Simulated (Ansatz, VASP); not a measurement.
## Two plane-wave programs on C

POSCAR

```
C
1.0
    2.3885940235      0.0000000000      0.0000000000
   -1.1942970118      2.0685831037      0.0000000000
    0.0000000000      0.0000000000      6.8184586411
C
4
Direct
    1.0000000000      1.0000000000      0.2500000000
    0.0000000000      0.0000000000      0.7500000000
    0.3333333333      0.6666666667      0.2500000000
    0.6666666667      0.3333333333      0.7500000000
```

The input INCAR.step1:

```
PREC = Accurate ; ENCUT = 520
ISMEAR = -1 ; SIGMA = 0.05
LREAL = False ; LASPH = True
NELM = 80 ; NBANDS = 16
GGA = PE ; ALGO = Normal
EDIFF = 1E-4 ; LWAVE = True
LCHARG = False
```

The input INCAR.step2:

```
PREC = Accurate ; ENCUT = 520
EDIFF = 1E-6 ; ISMEAR = -1
SIGMA = 0.05 ; LREAL = False
LASPH = True ; NELM = 80
ALGO = Normal ; ISIF = 2
LWAVE = False ; LCHARG = True
METAGGA = R2SCAN ; LMIXTAU = True
LELF = True ; LVHAR = True
NBANDS = 16 ; ISTART = 1
```

File KPOINTS:

```
Automatic mesh
0
Gamma
  14 14 4
```

Input for Ansatz:

```yaml
crystal:
  lattice:
    - [2.3885940235, 0.0, 0.0]
    - [-1.1942970118, 2.0685831037, 0.0]
    - [0.0, 0.0, 6.8184586411]
  atoms:
    - { symbol: C, position: [1.0, 1.0, 0.25] }
    - { symbol: C, position: [0.0, 0.0, 0.75] }
    - { symbol: C, position: [0.3333333333, 0.6666666667, 0.25] }
    - { symbol: C, position: [0.6666666667, 0.3333333333, 0.75] }
hamiltonian:
  xc: r2scan
  pseudopotentials:
    kind: paw
    azcp:
      C: "pseudopotentials/C.paw.azcp"
basis:
  ecutwfc: 500
  fft_grid_basis: typed
kpoints:
  mp_grid: { grid: [14, 14, 4], shift: [0, 0, 0] }
magnetization:
  spin_polarized: false
scf:
  occupations: { method: fermi_dirac, width: 0.05 }
output:
  stress: true
```

Alike in both runs: task single point; functional r2SCAN; k mesh 14 × 14 × 4; occupations fermi-dirac, width 0.05 eV; no spin polarisation.

```csv
,VASP,Ansatz
version,VASP 6.6.1,Ansatz 0.2.0
potentials or method,"VASP PAW PBE potentials, release 64 (C), cutoff 520 eV","plane waves (500 eV) with PAW, scalar-relativistic"
valence electrons in the cell,16,16
```

|  | VASP | Ansatz | Ansatz less VASP |
| --- | --- | --- | --- |
| pressure (GPa) | 27.3 | 26.6 | -0.70 |
| traceless stress, the component that is largest in VASP (GPa) | -26.67 | -25.83 | +0.836 |

VASP's potentials were made for PBE, not for r2SCAN. The functional is the same, so the differences come from potentials, cutoffs and numerics.
